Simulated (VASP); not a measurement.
Runs of VASP 6.6.1 on Lu. The structure is that of space group Im-3m (No. 229), or close to it. The cells are those of the table. This isn't the form of Lu at room conditions, which is hcp.

```csv
task,cell,k mesh,cutoff (eV),gap on the mesh (eV),pressure (GPa)
single point,"a = 3.325 Å, angles 109.5°, 1 atom",13 × 13 × 13,520,none,4.0
single point,"a = 3.550 Å, angles 109.5°, 1 atom",13 × 13 × 13,520,none,(b)
single point,"a = 3.418 Å, angles 109.5°, 1 atom",18 × 18 × 18,520,none,0.1
single point,"a = 3.372 Å, angles 109.5°, 1 atom",13 × 13 × 13,520,none,1.9
single point,"a = 3.276 Å, angles 109.5°, 1 atom",13 × 13 × 13,520,none,6.5
single point,"a = 3.418 Å, angles 109.5°, 1 atom",11 × 11 × 11,520,none,0.1
single point,"a = 3.418 Å, angles 109.5°, 1 atom",13 × 13 × 13,520,none,0.1
single point,"a = 3.463 Å, angles 109.5°, 1 atom",13 × 13 × 13,520,none,-1.4
relaxation of cell and atoms,"relaxed from a = 3.371 Å, angles 109.5°, 1 atom",11 × 11 × 11,600,none,0.0
single point,"a = 3.507 Å, angles 109.5°, 1 atom",13 × 13 × 13,520,none,(a)
```

Alike in all rows: level revPBE; potentials or basis VASP PAW PBE potentials, release 64 (Lu); no spin polarisation; smearing fermi-dirac 0.1 eV.

**Question.** Estimate the missing entries.

**Answer.** (a) -2.7; (b) -3.8.

Caveats: the PAW data sets were made with another functional, which shifts forces and pressure a little; spin-orbit coupling is left out, which moves the levels of the heavy elements; the cell stands under pressure (at least some runs); the cell stands under tension (at least some runs).

A k mesh can miss the band edges, and the runs leave out spin-orbit coupling on Lu.

A gap of «none» marks levels without a gap at the run's occupations.
